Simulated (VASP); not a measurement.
# N: density of states with PBEsol

N:

```
CELL_PARAMETERS angstrom
2.51947 0.00000 0.00000
-1.25974 2.18193 0.00000
0.00000 0.00000 2.44600
ATOMIC_POSITIONS crystal
N 0.33333 0.66667 0.75000
N 0.66667 0.33333 0.25000
```

| Property | Result |
| --- | --- |
| Program | VASP 6.6.1 |
| Task | density of states |
| Functional | PBEsol |
| Potentials or basis | VASP PAW PBE potentials, release 64 (N) |
| Cutoff | 520 eV |
| k mesh | 7 × 7 × 6 |
| Occupations | fermi-dirac, width 0.05 eV |
| Spin | no spin polarisation |
| Dipole correction | no |
| k mesh for the DOS | 11 × 11 × 9 |
| Occupations for the DOS | tetrahedron |
| Further INCAR settings | ALGO = Normal; EDIFF = 1e-07 |

The valence electrons inside the program's atomic spheres are N 3.37.

Levels at points of the mesh, in eV from the Fermi level:
| k point | band 2 | band 3 | band 4 | band 5 | band 6 | band 7 | band 8 | band 9 |
| --- | --- | --- | --- | --- | --- | --- | --- | --- |
| (0.00, 0.00, 0.00) | -5.52 | -4.74 | -2.28 | -2.28 | 2.91 | 2.91 | 6.26 | 14.39 |

It took 8.6 s on 1 thread of Intel(R) Xeon(R) Platinum 8259CL CPU @ 2.50GHz (Skylake/Cascade Lake), on a shared host, peak memory 0.12 GiB.

Caveat: the k points lie up to 0.43 Å⁻¹ apart.
